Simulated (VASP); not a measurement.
**SnSe2: single point with PBE**

SnSe2:

```
CELL_PARAMETERS angstrom
3.87175 0.00000 0.00000
-1.93587 3.35303 0.00000
0.00000 0.00000 6.98802
ATOMIC_POSITIONS crystal
Sn 0.00000 0.00000 0.00000
Se 0.32575 0.65149 0.22296
Se 0.65908 0.31816 0.76666
```

This cell differs from its parent crystal: all Se atoms moved +0.062 Å, as atom 2 towards its neighbour atom 1 (Sn) at 2.746 Å.

| Property | Result |
| --- | --- |
| Program | VASP 6.6.1 |
| Task | single point |
| Functional | PBE |
| Potentials or basis | VASP PAW PBE potentials, release 64 (Sn_d, Se) |
| Cutoff | 520 eV |
| k mesh | 12 × 12 × 4 |
| Occupations | gaussian, width 0.05 eV |
| Spin | no spin polarisation |
| Dipole correction | no |
| Further INCAR settings | ALGO = Normal; EDIFF = 1e-06; NBANDS = 20 |

```
Pressure               : 0.1 GPa
Largest force          : 0.587 eV/Å
Band gap on the k mesh : 0.66 eV (least direct gap 1.06 eV)
```

Forces on the atoms (eV/Å):
```
Sn   0.000 -0.244 -0.534
Se   0.000  0.149  0.299
Se   0.000  0.095  0.235
```

Stress tensor (GPa, compression positive):
```
0.04 0.00 0.00
0.00 0.23 0.14
0.00 0.14 0.14
```

Levels at points of the mesh, in eV from the valence-band top:
```csv
k point,band 9,band 10,band 11,band 12,band 13,band 14,band 15,band 16,band 17,band 18
"(0.00, 0.00, 0.00)",-0.61,-0.55,-0.51,-0.14,-0.05,1.05,3.05,4.54,4.56,7.16
"(0.50, 0.00, 0.00)",-4.20,-2.42,-2.23,-0.82,-0.30,0.89,3.85,5.48,5.71,6.19
"(0.00, 0.50, 0.00)",-4.18,-2.42,-2.23,-0.82,-0.30,0.90,3.86,5.53,5.65,6.20
"(0.00, 0.00, 0.50)",-1.54,-0.62,-0.53,-0.11,-0.03,1.93,2.98,4.47,4.49,7.69
"(0.50, 0.00, 0.50)",-4.33,-2.19,-2.08,-0.66,-0.40,0.66,4.16,4.87,5.64,5.92
"(0.00, 0.50, 0.50)",-4.31,-2.18,-2.08,-0.66,-0.41,0.67,4.17,4.89,5.71,5.82
```

Run time: 2.7 min on 1 thread of Intel(R) Xeon(R) 6975P-C (Granite Rapids) (shared host), peak memory 0.41 GiB.

Caveat: the cell differs from its parent crystal (all Se atoms moved +0.062 Å, as atom 2 towards its neighbour atom 1 (Sn) at 2.746 Å); semilocal functionals underestimate gaps, and a narrow one can read as zero; spin-orbit coupling is left out, which moves the levels of the heavy elements; this functional lacks dispersion, which binds layers or chains, so the pressure and a relaxed spacing across them are unreliable. A k mesh can miss the band edges.
